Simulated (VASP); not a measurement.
Crystal: Si2Sb.

```xyz
3
Lattice="0.0000 3.0444 3.0444 3.0444 0.0000 3.0444 3.0444 3.0444 0.0000" Properties=species:S:1:pos:R:3 pbc="T T T"
Si    1.5222    1.5222    1.5222
Si    4.5666    4.5666    4.5666
Sb    0.0000    0.0000    0.0000
```

| Property | Result |
| --- | --- |
| Program | VASP 6.6.1 |
| Task | relaxation of cell and atoms |
| Functional | r2SCAN |
| Potentials or basis | VASP PAW PBE potentials, release 64 (Si, Sb) |
| Cutoff | 600 eV |
| k mesh | 6 × 6 × 6 |
| Occupations | gaussian, width 0.1 eV |
| Spin | no spin polarisation |

At the start: pressure 20.4 GPa; volume 18.81 Å³/atom.

Question: Where does the relaxation end?

Answer: Over 4 steps the energy falls by 247.3 meV/atom and the volume is 23.73 Å³/atom (+26.1 %); space group Fm-3m (No. 225, to 0.1 Å) before and after.

Step by step:
```tsv
step	energy change (eV)	largest force (eV/Å)	pressure (GPa)	volume (Å³)
1	0.0000	0.0000	20.37	56.43
2	-0.6414	0.0000	-4.21	78.31
3	-0.7414	0.0000	0.32	70.71
4	-0.7418	0.0000	-0.01	71.18
```

Final structure:
```xyz
3
Lattice="0.0000 3.2893 3.2893 3.2893 0.0000 3.2893 3.2893 3.2893 0.0000" Properties=species:S:1:pos:R:3 pbc="T T T"
Si    1.6447    1.6447    1.6447
Si    4.9340    4.9340    4.9340
Sb    3.2893    3.2893    6.5786
```

Caveat: the volume moved by over 15 % at a fixed basis, so the end points are rough; the PAW data sets were made with another functional, which shifts forces and pressure a little.
